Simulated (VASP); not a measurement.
Set up this calculation in VASP 6.6.1, as the native input.

```yaml
Task: single point
Functional: PBE0
Potentials_or_basis: VASP PAW PBE potentials, release 64 (Sc_sv)
Cutoff: 520 eV
k_mesh: 5 × 5 × 5
Occupations: gaussian, width 0.05 eV
Spin: no spin polarisation
Dipole_correction: no
Grid_for_exact_exchange_PRECFOCK: Normal
Further_INCAR_settings: ALGO = Normal; EDIFF = 1e-06; NBANDS = 12
Share_of_exact_exchange: 0.25
```

Crystal: Sc.

```
CELL_PARAMETERS angstrom
0.00000 2.26000 2.26000
2.26000 0.00000 2.26000
2.26000 2.26000 0.00000
ATOMIC_POSITIONS crystal
Sc 0.00000 0.00000 0.00000
```

This isn't the form of Sc at room conditions, which is hcp.

These files were run (other wordings do the same):

POSCAR

```
Sc
1.0
    0.0000000000      2.2600000000      2.2600000000
    2.2600000000      0.0000000000      2.2600000000
    2.2600000000      2.2600000000      0.0000000000
Sc
1
Direct
    0.0000000000      0.0000000000      0.0000000000
```

INCAR.step1

```
SYSTEM = Sc
ALGO = Normal ; EDIFF = 1E-5
ENCUT = 520 ; GGA = PE
ISIF = 2 ; ISMEAR = 0
LASPH = .True. ; LCHARG = .False.
LREAL = .False. ; LWAVE = .True.
NBANDS = 12 ; NELM = 80
PREC = Accurate ; SIGMA = 0.05
```

INCAR.step2

```
SYSTEM = Sc
AEXX = 0.25 ; ALGO = Normal
EDIFF = 1E-6 ; ENCUT = 520
GGA = PE ; ISIF = 2
ISMEAR = 0 ; ISTART = 1
LASPH = .True. ; LCHARG = .False.
LHFCALC = .True. ; LREAL = .False.
LWAVE = .False. ; NBANDS = 12
NELM = 80 ; PREC = Accurate
PRECFOCK = Normal ; SIGMA = 0.05
```

KPOINTS

```
k-points
0
Gamma
  5 5 5
  0 0 0
```

Potentials or basis: VASP PAW PBE potentials, release 64 (Sc_sv).

Launch:

```console
$ cat potpaw_PBE.64/Sc_sv/POTCAR > POTCAR
$ cp INCAR.step1 INCAR
$ mpirun -np 1 vasp_std > vasp.out
$ cp INCAR.step2 INCAR
$ mpirun -np 1 vasp_std > vasp.out
```

It gave:

* Pressure: 6.3 GPa
* Band gap on the k mesh: zero (an odd number of electrons rules out a gap without spin polarisation)

Caveat: the k points lie up to 0.48 Å⁻¹ apart, too coarse for converged energies and pressures of a metal; the PAW data sets were made with another functional, which shifts forces and pressure a little.

Wall time 3.8 min on 1 thread of Intel(R) Xeon(R) Platinum 8259CL CPU @ 2.50GHz (Skylake/Cascade Lake), on a shared host, peak memory 0.15 GiB.
